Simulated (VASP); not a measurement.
Wanted: the native input for a VASP 6.6.1 run.

* Task: single point
* Functional: PBEsol
* Potentials or basis: VASP PAW PBE potentials, release 64 (Ga_d, P)
* Cutoff: 520 eV
* k mesh: 6 × 6 × 6
* Occupations: gaussian, width 0.05 eV
* Spin: no spin polarisation
* Dipole correction: no
* Further INCAR settings: ALGO = Normal; EDIFF = 1e-06; NBANDS = 16

The structure of GaP lies in POSCAR:

```
GaP
1.0
    0.0000000000      2.7598497568      2.7598497568
    2.7598497568      0.0000000000      2.7598497568
    2.7598497568      2.7598497568      0.0000000000
Ga P
1 1
Direct
    0.0000000000      0.0000000000      0.0000000000
    0.2500000000      0.2500000000      0.2500000000
```

These files were run (other wordings do the same):

INCAR

```
ALGO = Normal
EDIFF = 1E-6
ENCUT = 520
GGA = PS
ISIF = 2
ISMEAR = 0
LASPH = True
LCHARG = True
LELF = True
LREAL = False
LVHAR = True
LWAVE = False
NBANDS = 16
NELM = 60
PREC = Accurate
SIGMA = 0.05
```

KPOINTS

```
k-points
0
Gamma
  6 6 6
```

Potentials or basis: VASP PAW PBE potentials, release 64 (Ga_d, P).

Launch:

```sh
$ cat potpaw_PBE.64/Ga_d/POTCAR potpaw_PBE.64/P/POTCAR > POTCAR
$ mpirun -np 1 vasp_std > vasp.out
```

Results of the run:

```json
{
 "Pressure": "-3.5 GPa",
 "Band gap on the k mesh": "1.44 eV"
}
```

Caveat: the cell stands under tension; the PAW data sets were made with another functional, which shifts forces and pressure a little.

Run time: 9.6 s on 1 thread of AMD EPYC 7R13 Processor (Zen 3) (shared host), peak memory 0.13 GiB.
